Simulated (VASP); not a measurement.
# ZnS (R3m) in VASP: notebook

ZnS is run at these levels: PBEsol, PBEsol+U; tasks: single point.

Everything below comes from runs of VASP 6.6.1. Logs are shortened: lines on timing, memory, paths and dates and some standing lists are left out, and cuts for length are marked.

**1. The cell of the first run**

It takes space group R3m (No. 160, trigonal). The conventional cell has a = 3.806 Å, b = 3.806 Å, c = 28.056 Å, α = 90.00°, β = 90.00°, γ = 120.00°. Zn (site symmetry 3m) has 4 S at 2.33 to 2.34 Å within 3.1 Å. Zn (site symmetry 3m) has 4 S at 2.33 Å within 3.1 Å. Zn (site symmetry 3m) has 4 S at 2.33 to 2.34 Å within 3.1 Å. Within 3.1 Å of S (site symmetry 3m) lie 4 Zn at 2.33 to 2.34 Å. S (site symmetry 3m) has 4 Zn at 2.33 to 2.34 Å within 3.1 Å. Within 3.1 Å of S (site symmetry 3m) lie 4 Zn at 2.33 Å.

**2. Single point, PBEsol**

Contents of INCAR:

```
ALGO = Normal
EDIFF = 1E-6
ENCUT = 500
GGA = PS
GGA_COMPAT = False
ISIF = 2
ISMEAR = 0
LASPH = True
LCHARG = False
LREAL = False
LWAVE = False
NBANDS = 36
NELM = 120
PREC = Accurate
SIGMA = 0.01
```

Contents of KPOINTS:

```
k-points
0
Gamma
  6 6 6
```

Contents of POSCAR:

```
ZnS
1.0
    1.9030712000      1.0987386696      9.3519478333
   -1.9030712000      1.0987386696      9.3519478333
    0.0000000000     -2.1974773392      9.3519478333
Zn S
3 3
Direct
    0.9999711367      0.9999711367      0.9999711367
    0.2222694100      0.2222694100      0.2222694100
    0.4446134433      0.4446134433      0.4446134433
    0.0832671700      0.0832671700      0.0832671700
    0.5278423033      0.5278423033      0.5278423033
    0.3053625400      0.3053625400      0.3053625400
```

Potentials or basis: VASP PAW PBE potentials, release 64 (Zn, S).

Started as:

```console
> cat potpaw_PBE.64/Zn/POTCAR potpaw_PBE.64/S/POTCAR > POTCAR
> mpirun -np 1 vasp_std > vasp.out
```

OUTCAR:

```text
EDIFF = 1E-6
   ENCUT = 500
   GGA = PS
   ISIF = 2
   ISMEAR = 0
   LASPH = True
   LREAL = False
   NELM = 120
   PREC = Accurate

 ion  position               nearest neighbor table
   1  1.000  1.000  1.000-   6 2.33   6 2.33   6 2.33   4 2.34
   2  0.222  0.222  0.222-   6 2.33   5 2.33   5 2.33   5 2.33
   3  0.445  0.445  0.445-   4 2.33   4 2.33   4 2.33   5 2.34
   4  0.083  0.083  0.083-   3 2.33   3 2.33   3 2.33   1 2.34
   5  0.528  0.528  0.528-   2 2.33   2 2.33   2 2.33   3 2.34
   6  0.305  0.305  0.305-   2 2.33   1 2.33   1 2.33   1 2.33

  LATTYP: Found a trigonal (rhomboedric) cell.
 ALAT       =     9.6066557622
 COS(alpha) =     0.9215133827

  Lattice vectors:

 A1 = (   1.9030712000,   1.0987386696,   9.3519478333)
 A2 = (  -1.9030712000,   1.0987386696,   9.3519478333)
 A3 = (   0.0000000000,  -2.1974773392,   9.3519478333)

Analysis of symmetry for initial positions (statically):
=====================================================================
 Subroutine PRICEL returns:
 Original cell was already a primitive cell.

 Routine SETGRP: Setting up the symmetry group for a
 trigonal (rhombohedral) supercell.

 Subroutine GETGRP returns: Found  6 space group operations
 (whereof  6 operations were pure point group operations)
 out of a pool of 12 trial point group operations.

The static configuration has the point symmetry C_3v.

Analysis of symmetry for dynamics (positions and initial velocities):
=====================================================================
 Subroutine PRICEL returns:
 Original cell was already a primitive cell.

 Routine SETGRP: Setting up the symmetry group for a
 trigonal (rhombohedral) supercell.

 Subroutine GETGRP returns: Found  6 space group operations
 (whereof  6 operations were pure point group operations)
 out of a pool of 12 trial point group operations.

The dynamic configuration has the point symmetry C_3v.

 Subroutine INISYM returns: Found  6 space group operations
 (whereof  6 operations are pure point group operations),
 and found     1 'primitive' translations

----------------------------------------------------------------------------------------

                                     Primitive cell

  volume of cell :     117.3283

  direct lattice vectors                    reciprocal lattice vectors
     1.903071200  1.098738670  9.351947833     0.262733207  0.151689088  0.035643199
    -1.903071200  1.098738670  9.351947833    -0.262733207  0.151689088  0.035643199
     0.000000000 -2.197477339  9.351947833     0.000000000 -0.303378176  0.035643199

  length of vectors
     9.606655762  9.606655762  9.606655762     0.305464818  0.305464818  0.305464818

  position of ions in fractional coordinates (direct lattice)
     0.999971137  0.999971137  0.999971137
     0.222269410  0.222269410  0.222269410
     0.444613443  0.444613443  0.444613443
     0.083267170  0.083267170  0.083267170
     0.527842303  0.527842303  0.527842303
     0.305362540  0.305362540  0.305362540

  ion indices of the primitive-cell ions
   primitive index   ion index
                 1           1
                 2           2
                 3           3
                 4           4
                 5           5
                 6           6

----------------------------------------------------------------------------------------

 KPOINTS: k-points

Automatic generation of k-mesh.
 Grid dimensions read from file:
 generate k-points for:    6    6    6

 Generating k-lattice:

  Cartesian coordinates                     Fractional coordinates (reciprocal lattice)
     0.043788868  0.025281515  0.005940533     0.166666667  0.000000000  0.000000000
    -0.043788868  0.025281515  0.005940533     0.000000000  0.166666667  0.000000000
     0.000000000 -0.050563029  0.005940533     0.000000000  0.000000000  0.166666667

  Length of vectors
     0.050910803  0.050910803  0.050910803

  Shift w.r.t. Gamma in fractional coordinates (k-lattice)
     0.000000000  0.000000000  0.000000000

 Subroutine IBZKPT returns following result:
 ===========================================

 Found     32 irreducible k-points:

 Following reciprocal coordinates:
            Coordinates               Weight
  0.000000  0.000000  0.000000      1.000000
  0.166667 -0.000000  0.000000      6.000000
  0.333333 -0.000000 -0.000000      6.000000
  0.500000 -0.000000  0.000000      3.000000
  0.166667  0.166667  0.000000      6.000000
  0.333333  0.166667  0.000000     12.000000
[... 16 lines left out ...]
  0.500000  0.500000  0.166667      6.000000
 -0.333333  0.500000  0.166667     12.000000
 [... further k-points ...]
   k-points           NKPTS =     32   k-points in BZ     NKDIM =     32   number of bands    NBANDS=     36
   number of dos      NEDOS =    301   number of ions     NIONS =      6
   total plane-waves  NPLWV = 343000
   dimension x,y,z NGX =    70 NGY =   70 NGZ =   70
   dimension x,y,z NGXF=   140 NGYF=  140 NGZF=  140
   ions per type =               3   3
   NGX,Y,Z   is equivalent  to a cutoff of  12.11, 12.11, 12.11 a.u.
   NGXF,Y,Z  is equivalent  to a cutoff of  24.23, 24.23, 24.23 a.u.
 SYSTEM =  unknown system
   PREC   = accura    normal or accurate (medium, high low for compatibility)
   ISTART =      0    job   : 0-new  1-cont  2-samecut
   ICHARG =      2    charge: 1-file 2-atom 10-const
   ISPIN  =      1    spin polarized calculation?
   LNONCOLLINEAR =      F non collinear calculations
   LSORBIT =      F    spin-orbit coupling
   LASPH  =      T    aspherical Exc in radial PAW
   ENCUT  =  500.0 eV  36.75 Ry    6.06 a.u.  17.52 17.52 17.52*2*pi/ulx,y,z
   NELM   =    120;   NELMIN=  2; NELMDL= -5     # of ELM steps
   EDIFF  = 0.1E-05   stopping-criterion for ELM
   LREAL  =      F    real-space projection
   EDIFFG = 0.1E-04   stopping-criterion for IOM
   NSW    =      0    number of steps for IOM
   IBRION =     -1    ionic relax: 0-MD 1-quasi-New 2-CG
   NFREE  =      0    steps in history (QN), initial steepest desc. (CG)
   ISIF   =      2    stress and relaxation
   ISYM   =      2    0-nonsym 1-usesym 2-fastsym
   POTIM  = 0.5000    time-step for ionic-motion
   TEBEG  =    0.0;   TEEND  =   0.0 temperature during run
   PSTRESS=    0.0 pullay stress
   NELECT =      54.0000    total number of electrons
   NUPDOWN=      -1.0000    fix difference up-down
   EMIN   =  10.00;   EMAX   =-10.00  energy-range for DOS
   EFERMI =   0.00;   METHOD = LEGACY
   ISMEAR =     0;   SIGMA  =   0.01  broadening in eV -4-tet -1-fermi 0-gaus
   EFERMI_NEDOS =   21; number of points for ismear=-14 and -15
   IALGO  =     38    algorithm
   IMIX   =      4    mixing-type and parameters
     AMIX     =   0.40;   BMIX     =  1.00
     AMIX_MAG =   1.60;   BMIX_MAG =  1.00
  volume/ion in A,a.u.               =      19.55       131.96
  Fermi-wavevector in a.u.,A,eV,Ry     =   1.263975  2.388566 21.737115  1.597633
  Thomas-Fermi vector in A             =   2.397304
   LORBIT       =      0    0 simple, 1 ext, 2 COOP (PROOUT), +10 PAW based schemes
   GGA     = PS    functional components
   LHFCALC =     F    Hartree Fock is set to
   AEXX    =    0.0000 exact exchange contribution
   IVDW    =     0    specifies the selected vdW correction
   LEPSILON=     F    determine dielectric tensor
   LRPA    =     F    only Hartree local field effects (RPA)
 non-spin polarized calculation
 Gauss-broadening in eV      SIGMA  =   0.01
  energy-cutoff  :      500.00
  volume of cell :      117.33
 maximum number of plane-waves:      2996
   NGX = 35   NGY = 35   NGZ = 35

 number of electron      54.0000004 magnetization

 Free energy of the ion-electron system (eV)
  ---------------------------------------------------
  ext. energy  EPLUGINS =         0.00000000
  ---------------------------------------------------
  free energy    TOTEN  =       -22.74539120 eV

  energy without entropy =      -22.74539120  energy(sigma->0) =      -22.74539120

 E-fermi :   2.2053     XC(G=0):  -9.8856

 val. band max:        2.1105349851   @ k =   0.0000   0.0000   0.0000
 cond. band min:       4.1714081886   @ k =   0.0000   0.0000   0.0000
 fundamental gap:      2.0608732035
 Fermi energy:         2.2053376322

 k-point     1 :       0.0000    0.0000    0.0000
  band No.  band energies     occupation
      1     -11.1252      2.00000
      2     -10.4424      2.00000
      3     -10.4321      2.00000
      4      -4.3042      2.00000
      5      -4.2943      2.00000
      6      -4.2943      2.00000
[... 28 lines left out ...]
     35       8.9399      0.00000
     36       9.3672      0.00000

 k-point     2 :       0.1667   -0.0000    0.0000
  band No.  band energies     occupation
      1     -10.9352      2.00000
      2     -10.3533      2.00000
      3     -10.2607      2.00000
      4      -4.3114      2.00000
      5      -4.2759      2.00000
      6      -4.2591      2.00000
[... 28 lines left out ...]
     35       8.9963      0.00000
     36       9.7335      0.00000

 k-point     3 :       0.3333   -0.0000   -0.0000
  band No.  band energies     occupation
      1     -10.4805      2.00000
      2     -10.0896      2.00000
      3      -9.9883      2.00000
      4      -4.3275      2.00000
      5      -4.2774      2.00000
      6      -4.2114      2.00000
[... 28 lines left out ...]
     35       9.8604      0.00000
     36      10.4270      0.00000

 k-point     4 :       0.5000   -0.0000    0.0000
  band No.  band energies     occupation
      1     -10.1697      2.00000
      2      -9.9237      2.00000
      3      -9.9142      2.00000
      4      -4.3276      2.00000
      5      -4.2612      2.00000
      6      -4.1853      2.00000
[... 28 lines left out ...]
     35      10.3379      0.00000
     36      11.0391      0.00000

 k-point     5 :       0.1667    0.1667    0.0000
  band No.  band energies     occupation
      1     -10.9271      2.00000
      2     -10.4064      2.00000
      3     -10.2151      2.00000
      4      -4.3145      2.00000
      5      -4.2690      2.00000
      6      -4.2571      2.00000
[... 655 lines left out ...]
 k-point    22 :      -0.1667    0.3333    0.1667
  band No.  band energies     occupation
      1     -10.1772      2.00000
      2      -9.9718      2.00000
      3      -9.8714      2.00000
      4      -4.2703      2.00000
      5      -4.2077      2.00000
      6      -4.1741      2.00000
[... 28 lines left out ...]
     35       9.6321      0.00000
     36      10.2752      0.00000

 k-point    23 :       0.5000    0.5000    0.1667
  band No.  band energies     occupation
      1     -10.3865      2.00000
      2     -10.2895      2.00000
      3      -9.8823      2.00000
      4      -4.3390      2.00000
      5      -4.2751      2.00000
      6      -4.2131      2.00000
[... 28 lines left out ...]
     35       9.9069      0.00000
     36       9.9832      0.00000

 k-point    24 :      -0.3333    0.5000    0.1667
  band No.  band energies     occupation
      1     -10.0993      2.00000
      2     -10.0910      2.00000
      3      -9.8313      2.00000
      4      -4.2737      2.00000
      5      -4.2076      2.00000
      6      -4.1832      2.00000
[... 28 lines left out ...]
     35       9.6091      0.00000
     36      10.7311      0.00000

 [... further k-points ...]
[... 5 lines left out ...]
  --------------------------------------------------------------------------------------
  -------------------------------------------------------------------------------------
  Total       -0.8191141     -0.8191141     -0.8231739      0.0000000      0.0000000     -0.0000000
  in kB      -11.1854180    -11.1854180    -11.2408565      0.0000000      0.0000000     -0.0000000
  external PRESSURE =     -11.2038975 kB  Pullay stress =       0.0000000 kB

 VOLUME and BASIS-vectors are now :
 -----------------------------------------------------------------------------
  energy-cutoff  :      500.00
  volume of cell :      117.33
      direct lattice vectors                 reciprocal lattice vectors
     1.903071200  1.098738670  9.351947833     0.262733207  0.151689088  0.035643199
    -1.903071200  1.098738670  9.351947833    -0.262733207  0.151689088  0.035643199
     0.000000000 -2.197477339  9.351947833     0.000000000 -0.303378176  0.035643199

 POSITION                                       TOTAL-FORCE (eV/Angst)
 -----------------------------------------------------------------------------------
      0.00000      0.00000     28.05503         0.000000      0.000000     -0.001080
      0.00000      0.00000      6.23596         0.000000      0.000000     -0.000788
      0.00000      0.00000     12.47401         0.000000      0.000000     -0.009677
      0.00000      0.00000      2.33613         0.000000      0.000000      0.003602
      0.00000      0.00000     14.80906         0.000000      0.000000     -0.000084
      0.00000      0.00000      8.56720         0.000000      0.000000      0.008028
 -----------------------------------------------------------------------------------
    total drift:                                0.000000     -0.000000      0.000611

  FREE ENERGIE OF THE ION-ELECTRON SYSTEM (eV)
  ---------------------------------------------------
  free  energy   TOTEN  =       -22.7453911960 eV

  energy  without entropy=      -22.7453911960  energy(sigma->0) =      -22.74539120
```

Run time: 7.6 min. Hardware: 1 thread of AMD EPYC 9R45 (Zen 5), shared host; peak memory 0.63 GiB.

What came out:

| Item | Value |
| --- | --- |
| Free energy | -22.7454 eV |
| Pressure | -1.1 GPa |
| Largest force | 0.010 eV/Å |
| Band gap on the k mesh | 2.06 eV |

Forces in eV/Å, atoms in the order of the input:
```
Zn   0.000  0.000 -0.001
Zn   0.000  0.000 -0.001
Zn   0.000  0.000 -0.010
S    0.000  0.000  0.004
S    0.000  0.000  0.000
S    0.000  0.000  0.008
```

Caveat: the PAW data sets were made with another functional, which shifts forces and pressure a little.

[end of part 1 of 2]
